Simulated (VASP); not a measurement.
Write the native input for VASP 6.6.1 that does the following.

```yaml
Task: single point
Functional: PBE
Potentials_or_basis: VASP PAW PBE potentials, release 64 (Pt, Se)
Cutoff: 520 eV
k_mesh: 9 × 9 × 6
Occupations: methfessel-paxton, width 0.1 eV
Spin: no spin polarisation
Dipole_correction: no
Further_INCAR_settings: ALGO = Normal; EDIFF = 1e-06; NBANDS = 18
```

The structure of PtSe2 (Sudovikovite) lies in POSCAR:

```
PtSe2
1.0
    3.7240000000      0.0000000000      0.0000000000
   -1.8620000000      3.2250790000      0.0000000000
    0.0000000000      0.0000000000      5.0620000000
Pt Se
1 2
Direct
    0.0000000000      0.0000000000      0.0000000000
    0.3333333333      0.6666666667      0.2500000000
    0.6666666667      0.3333333333      0.7500000000
```

These files were run (other wordings do the same):

INCAR

```
SYSTEM = PtSe2
PREC = Accurate ; ENCUT = 520
EDIFF = 1E-6 ; ISMEAR = 1
SIGMA = 0.1 ; LREAL = .FALSE.
LASPH = .TRUE. ; NELM = 60
ALGO = Normal ; ISIF = 2
LWAVE = .FALSE. ; LCHARG = .FALSE.
GGA = PE ; NBANDS = 18
```

KPOINTS

```
regular mesh
0
G
  9 9 6
  0 0 0
```

Potentials or basis: VASP PAW PBE potentials, release 64 (Pt, Se).

Command:

```bash
$ cat potpaw_PBE.64/Pt/POTCAR potpaw_PBE.64/Se/POTCAR > POTCAR
$ mpirun -np 1 vasp_std > vasp.out
```

It gave:

* Pressure: 7.3 GPa
* Largest force: 0.581 eV/Å
* Band gap on the k mesh: zero (band 11 reaches 6.94 eV, above the bottom of band 12 at 6.56 eV)

Caveat: spin-orbit coupling is left out, which moves the levels of the heavy elements.

Wall time 36 s on 1 thread of Intel(R) Xeon(R) Platinum 8488C (Sapphire Rapids), with other jobs on the host, peak memory 0.22 GiB.
